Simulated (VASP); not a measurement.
# LiF (P4mm) in VASP: single point with r2SCAN

Aim: the single point of LiF with r2SCAN.

Program: VASP 6.6.1. These are calculated values, not measurements. Logs are shortened: lines on timing, memory, paths and dates and some standing lists are left out, and cuts for length are marked.

### 1 The cell of the first run

It takes space group P4mm (No. 99, tetragonal). The conventional cell has a = 2.560 Å, b = 2.560 Å, c = 2.560 Å, α = 90.00°, β = 90.00°, γ = 90.00°. Li (site symmetry 4mm) has 8 F at 2.17 to 2.26 Å and 6 Li at 2.56 Å within 2.9 Å. F (site symmetry 4mm) has 8 Li at 2.17 to 2.26 Å and 6 F at 2.56 Å within 2.9 Å.

### 2 Single point, r2SCAN (all F atoms moved +0.075 Å, as atom 2 along Cartesian [0 0 1])

POSCAR reads:

```
LiF
1.0
    2.5595330000      0.0000000000      0.0000000000
    0.0000000000      2.5595330000      0.0000000000
    0.0000000000      0.0000000000      2.5595330000
Li F
1 1
Direct
    0.0000000000      0.0000000000      0.0000000000
    0.5000000000      0.5000000000      0.5293022204
```

INCAR.step1 reads:

```
SYSTEM = LiF
PREC = Accurate ; ENCUT = 1490
ISMEAR = 0 ; SIGMA = 0.05
LREAL = .FALSE. ; LASPH = .TRUE.
NELM = 120 ; NBANDS = 12
GGA = PE ; ALGO = Normal
EDIFF = 1E-5 ; LWAVE = .TRUE.
LCHARG = .FALSE. ; GGA_COMPAT = .FALSE.
```

INCAR.step2 reads:

```
SYSTEM = LiF
PREC = Accurate ; ENCUT = 1490
EDIFF = 1E-6 ; ISMEAR = 0
SIGMA = 0.05 ; LREAL = .FALSE.
LASPH = .TRUE. ; NELM = 120
ALGO = Normal ; ISIF = 2
LWAVE = .FALSE. ; LCHARG = .TRUE.
METAGGA = R2SCAN ; LMIXTAU = .TRUE.
LELF = .TRUE. ; LVHAR = .TRUE.
NBANDS = 12 ; ISTART = 1
GGA_COMPAT = .FALSE.
```

KPOINTS reads:

```
regular mesh
0
G
  10 10 10
  0 0 0
```

Potentials or basis: VASP PAW PBE potentials, release 64 (Li_sv, F_h).

Command:

```
> cat potpaw_PBE.64/Li_sv/POTCAR potpaw_PBE.64/F_h/POTCAR > POTCAR
> cp INCAR.step1 INCAR
> mpirun -np 1 vasp_std > vasp.out
> cp INCAR.step2 INCAR
> mpirun -np 1 vasp_std > vasp.out
```

OUTCAR:

```text
SYSTEM = LiF
   PREC = Accurate
   ENCUT = 1490
   EDIFF = 1E-6
   ISMEAR = 0
   LREAL = .FALSE.
   LASPH = .TRUE.
   NELM = 120
   ISIF = 2
   METAGGA = R2SCAN
   ISTART = 1

 ion  position               nearest neighbor table
   1  0.000  0.000  0.000-
   2  0.500  0.500  0.529-

  LATTYP: Found a simple cubic cell.
 ALAT       =     2.5595330000

  Lattice vectors:

 A1 = (   2.5595330000,   0.0000000000,   0.0000000000)
 A2 = (   0.0000000000,   2.5595330000,   0.0000000000)
 A3 = (   0.0000000000,   0.0000000000,   2.5595330000)

Analysis of symmetry for initial positions (statically):
=====================================================================
 Subroutine PRICEL returns:
 Original cell was already a primitive cell.

 Routine SETGRP: Setting up the symmetry group for a
 simple cubic supercell.

 Subroutine GETGRP returns: Found  8 space group operations
 (whereof  8 operations were pure point group operations)
 out of a pool of 48 trial point group operations.

The static configuration has the point symmetry C_4v.

Analysis of symmetry for dynamics (positions and initial velocities):
=====================================================================
 Subroutine PRICEL returns:
 Original cell was already a primitive cell.

 Routine SETGRP: Setting up the symmetry group for a
 simple cubic supercell.

 Subroutine GETGRP returns: Found  8 space group operations
 (whereof  8 operations were pure point group operations)
 out of a pool of 48 trial point group operations.

The dynamic configuration has the point symmetry C_4v.

 Subroutine INISYM returns: Found  8 space group operations
 (whereof  8 operations are pure point group operations),
 and found     1 'primitive' translations

----------------------------------------------------------------------------------------

                                     Primitive cell

  volume of cell :      16.7680

  direct lattice vectors                    reciprocal lattice vectors
     2.559533000  0.000000000  0.000000000     0.390696272  0.000000000  0.000000000
     0.000000000  2.559533000  0.000000000     0.000000000  0.390696272  0.000000000
     0.000000000  0.000000000  2.559533000     0.000000000  0.000000000  0.390696272

  length of vectors
     2.559533000  2.559533000  2.559533000     0.390696272  0.390696272  0.390696272

  position of ions in fractional coordinates (direct lattice)
     0.000000000  0.000000000  0.000000000
     0.500000000  0.500000000  0.529302220

  ion indices of the primitive-cell ions
   primitive index   ion index
                 1           1
                 2           2

----------------------------------------------------------------------------------------

 KPOINTS: regular mesh

Automatic generation of k-mesh.
 Grid dimensions read from file:
 generate k-points for:   10   10   10

 Generating k-lattice:

  Cartesian coordinates                     Fractional coordinates (reciprocal lattice)
     0.039069627  0.000000000  0.000000000     0.100000000  0.000000000  0.000000000
     0.000000000  0.039069627  0.000000000     0.000000000  0.100000000  0.000000000
     0.000000000  0.000000000  0.039069627     0.000000000  0.000000000  0.100000000

  Length of vectors
     0.039069627  0.039069627  0.039069627

  Shift w.r.t. Gamma in fractional coordinates (k-lattice)
     0.000000000  0.000000000  0.000000000

 Subroutine IBZKPT returns following result:
 ===========================================

 Found    126 irreducible k-points:

 Following reciprocal coordinates:
            Coordinates               Weight
  0.000000  0.000000  0.000000      1.000000
  0.100000  0.000000  0.000000      4.000000
  0.000000  0.000000  0.100000      2.000000
  0.200000  0.000000  0.000000      4.000000
  0.000000  0.000000  0.200000      2.000000
  0.300000  0.000000  0.000000      4.000000
[... 16 lines left out ...]
  0.500000  0.100000  0.000000      4.000000
  0.000000  0.500000  0.100000      4.000000
 [... further k-points ...]
   k-points           NKPTS =    126   k-points in BZ     NKDIM =    126   number of bands    NBANDS=     12
   number of dos      NEDOS =    301   number of ions     NIONS =      2
   total plane-waves  NPLWV =  32768
   dimension x,y,z NGX =    32 NGY =   32 NGZ =   32
   dimension x,y,z NGXF=    64 NGYF=   64 NGZF=   64
   ions per type =               1   1
   NGX,Y,Z   is equivalent  to a cutoff of  20.78, 20.78, 20.78 a.u.
   NGXF,Y,Z  is equivalent  to a cutoff of  41.57, 41.57, 41.57 a.u.
 SYSTEM =  LiF
   PREC   = accura    normal or accurate (medium, high low for compatibility)
   ISTART =      1    job   : 0-new  1-cont  2-samecut
   ICHARG =      0    charge: 1-file 2-atom 10-const
   ISPIN  =      1    spin polarized calculation?
   LNONCOLLINEAR =      F non collinear calculations
   LSORBIT =      F    spin-orbit coupling
   LASPH  =      T    aspherical Exc in radial PAW
   ENCUT  = 1490.0 eV 109.51 Ry   10.46 a.u.   8.06  8.06  8.06*2*pi/ulx,y,z
   NELM   =    120;   NELMIN=  2; NELMDL=  0     # of ELM steps
   EDIFF  = 0.1E-05   stopping-criterion for ELM
   LREAL  =      F    real-space projection
   EDIFFG = 0.1E-04   stopping-criterion for IOM
   NSW    =      0    number of steps for IOM
   IBRION =     -1    ionic relax: 0-MD 1-quasi-New 2-CG
   NFREE  =      0    steps in history (QN), initial steepest desc. (CG)
   ISIF   =      2    stress and relaxation
   ISYM   =      2    0-nonsym 1-usesym 2-fastsym
   POTIM  = 0.5000    time-step for ionic-motion
   TEBEG  =    0.0;   TEEND  =   0.0 temperature during run
   PSTRESS=    0.0 pullay stress
   NELECT =      10.0000    total number of electrons
   NUPDOWN=      -1.0000    fix difference up-down
   EMIN   =  10.00;   EMAX   =-10.00  energy-range for DOS
   EFERMI =   0.00;   METHOD = LEGACY
   ISMEAR =     0;   SIGMA  =   0.05  broadening in eV -4-tet -1-fermi 0-gaus
   EFERMI_NEDOS =   21; number of points for ismear=-14 and -15
   IALGO  =     38    algorithm
   IMIX   =      4    mixing-type and parameters
     AMIX     =   0.40;   BMIX     =  1.00
     AMIX_MAG =   1.60;   BMIX_MAG =  1.00
  volume/ion in A,a.u.               =       8.38        56.58
  Fermi-wavevector in a.u.,A,eV,Ry     =   1.377994  2.604032 25.835673  1.898868
  Thomas-Fermi vector in A             =   2.503097
   LORBIT       =      0    0 simple, 1 ext, 2 COOP (PROOUT), +10 PAW based schemes
   METAGGA = R2SCAN    functional components
   LHFCALC =     F    Hartree Fock is set to
   AEXX    =    0.0000 exact exchange contribution
   IVDW    =     0    specifies the selected vdW correction
   LEPSILON=     F    determine dielectric tensor
   LRPA    =     F    only Hartree local field effects (RPA)
 non-spin polarized calculation
 Gauss-broadening in eV      SIGMA  =   0.05
  energy-cutoff  :     1490.00
  volume of cell :       16.77
 maximum number of plane-waves:      2272
   NGX = 17   NGY = 17   NGZ = 17

 number of electron       9.9999999 magnetization

 Free energy of the ion-electron system (eV)
  ---------------------------------------------------
  ext. energy  EPLUGINS =         0.00000000
  ---------------------------------------------------
  free energy    TOTEN  =       -11.27360302 eV

  energy without entropy =      -11.27360302  energy(sigma->0) =      -11.27360302

 E-fermi :   0.3610     XC(G=0): -10.4616

 val. band max:        0.0046107617   @ k =   0.5000   0.5000   0.0000
 cond. band min:       8.6223125744   @ k =   0.0000   0.0000   0.0000
 fundamental gap:      8.6177018127
 Fermi energy:         0.3610487807

 k-point     1 :       0.0000    0.0000    0.0000
  band No.  band energies     occupation
      1     -43.9989      2.00000
      2     -21.9300      2.00000
      3      -0.6818      2.00000
      4      -0.6818      2.00000
      5      -0.6726      2.00000
      6       8.6223      0.00000
      7      19.8593      0.00000
      8      19.9406      0.00000
      9      22.6870      0.00000
     10      22.6870      0.00000
     11      22.8309      0.00000
     12      39.7320      0.00000

 k-point     2 :       0.1000    0.0000    0.0000
  band No.  band energies     occupation
      1     -43.9947      2.00000
      2     -21.8896      2.00000
      3      -1.0273      2.00000
      4      -0.6454      2.00000
      5      -0.6363      2.00000
      6       8.8582      0.00000
      7      18.6562      0.00000
      8      20.1093      0.00000
      9      22.6332      0.00000
     10      22.7218      0.00000
     11      24.6064      0.00000
     12      38.2882      0.00000

 k-point     3 :       0.0000    0.0000    0.1000
  band No.  band energies     occupation
      1     -43.9948      2.00000
      2     -21.8894      2.00000
      3      -1.0192      2.00000
      4      -0.6456      2.00000
      5      -0.6456      2.00000
      6       8.8593      0.00000
      7      18.6333      0.00000
      8      20.1741      0.00000
      9      22.6354      0.00000
     10      22.6354      0.00000
     11      24.6509      0.00000
     12      38.2879      0.00000

 k-point     4 :       0.2000    0.0000    0.0000
  band No.  band energies     occupation
      1     -43.9838      2.00000
      2     -21.7815      2.00000
      3      -1.8491      2.00000
      4      -0.5488      2.00000
      5      -0.5410      2.00000
      6       9.3730      0.00000
      7      17.1011      0.00000
      8      20.7948      0.00000
      9      22.4741      0.00000
     10      22.5982      0.00000
     11      27.9123      0.00000
     12      34.8523      0.00000

 k-point     5 :       0.0000    0.0000    0.2000
  band No.  band energies     occupation
      1     -43.9839      2.00000
      2     -21.7809      2.00000
      3      -1.8441      2.00000
      4      -0.5493      2.00000
      5      -0.5493      2.00000
      6       9.3741      0.00000
      7      17.1032      0.00000
      8      20.8745      0.00000
      9      22.4821      0.00000
     10      22.4821      0.00000
     11      27.9503      0.00000
     12      34.8939      0.00000
[... 228 lines left out ...]
      1     -43.9558      2.00000
      2     -21.4818      2.00000
      3      -3.3766      2.00000
      4      -0.6638      2.00000
      5      -0.2977      2.00000
      6      10.4851      0.00000
      7      15.3799      0.00000
      8      20.2928      0.00000
      9      22.2176      0.00000
     10      24.9857      0.00000
     11      28.9488      0.00000
     12      33.8564      0.00000

 k-point    22 :       0.1000    0.0000    0.4000
  band No.  band energies     occupation
      1     -43.9560      2.00000
      2     -21.4803      2.00000
      3      -3.3763      2.00000
      4      -0.6687      2.00000
      5      -0.2989      2.00000
      6      10.4645      0.00000
      7      15.4469      0.00000
      8      20.2419      0.00000
      9      22.2379      0.00000
     10      24.9678      0.00000
     11      28.9686      0.00000
     12      33.8367      0.00000

 k-point    23 :       0.5000    0.1000    0.0000
  band No.  band energies     occupation
      1     -43.9517      2.00000
      2     -21.4358      2.00000
      3      -3.6190      2.00000
      4      -0.6301      2.00000
      5      -0.2554      2.00000
      6      10.5768      0.00000
      7      15.2147      0.00000
      8      20.3577      0.00000
      9      22.2365      0.00000
     10      25.4322      0.00000
     11      27.9997      0.00000
     12      33.4291      0.00000

 k-point    24 :       0.0000    0.5000    0.1000
  band No.  band energies     occupation
      1     -43.9517      2.00000
      2     -21.4359      2.00000
      3      -3.6183      2.00000
      4      -0.6252      2.00000
      5      -0.2595      2.00000
      6      10.5757      0.00000
      7      15.1973      0.00000
      8      20.4437      0.00000
      9      22.1498      0.00000
     10      25.4283      0.00000
     11      28.0251      0.00000
     12      33.4327      0.00000

 [... further k-points ...]

------------------------ aborting loop because EDIFF is reached ----------------------------------------

  FORCE on cell =-STRESS in cart. coord.  units (eV):
  Direction    XX          YY          ZZ          XY          YZ          ZX
  --------------------------------------------------------------------------------------
  -------------------------------------------------------------------------------------
  Total       -0.4943387     -0.4943387     -0.4734112      0.0000000      0.0000000      0.0000000
  in kB      -47.2338145    -47.2338145    -45.2342035      0.0000000      0.0000000      0.0000000
  external PRESSURE =     -46.5672775 kB  Pullay stress =       0.0000000 kB

 VOLUME and BASIS-vectors are now :
 -----------------------------------------------------------------------------
  energy-cutoff  :     1490.00
  volume of cell :       16.77
      direct lattice vectors                 reciprocal lattice vectors
     2.559533000  0.000000000  0.000000000     0.390696272  0.000000000  0.000000000
     0.000000000  2.559533000  0.000000000     0.000000000  0.390696272  0.000000000
     0.000000000  0.000000000  2.559533000     0.000000000  0.000000000  0.390696272

 POSITION                                       TOTAL-FORCE (eV/Angst)
 -----------------------------------------------------------------------------------
      0.00000      0.00000      0.00000         0.000000      0.000000     -0.048256
      1.27977      1.27977      1.35477        -0.000000     -0.000000      0.048256
 -----------------------------------------------------------------------------------
    total drift:                                0.000000     -0.000000     -0.026306

  FREE ENERGIE OF THE ION-ELECTRON SYSTEM (eV)
  ---------------------------------------------------
  free  energy   TOTEN  =       -11.2736030155 eV

  energy  without entropy=      -11.2736030155  energy(sigma->0) =      -11.27360302
```

Wall time 3.2 min (1 thread of Intel Xeon Platinum 8259CL at 2.50GHz (Skylake/Cascade Lake), shared host); peak memory 0.25 GiB.

Results:

```yaml
Free_energy: -11.2736 eV
Pressure: -4.7 GPa
Largest_force: 0.048 eV/Å
Band_gap_on_the_k_mesh: 8.62 eV (least direct gap 9.29 eV)
```

Forces in eV/Å, atoms in the order of the input:
```
Li   0.000  0.000 -0.048
F    0.000  0.000  0.048
```

Stress tensor (GPa, compression positive):
```
-4.72  0.00  0.00
 0.00 -4.72  0.00
 0.00  0.00 -4.52
```

Caveat: the cell differs from its parent crystal (all F atoms moved +0.075 Å, as atom 2 along Cartesian [0 0 1]); the cell stands under tension; the PAW data sets were made with another functional, which shifts forces and pressure a little. A k mesh can miss the band edges.
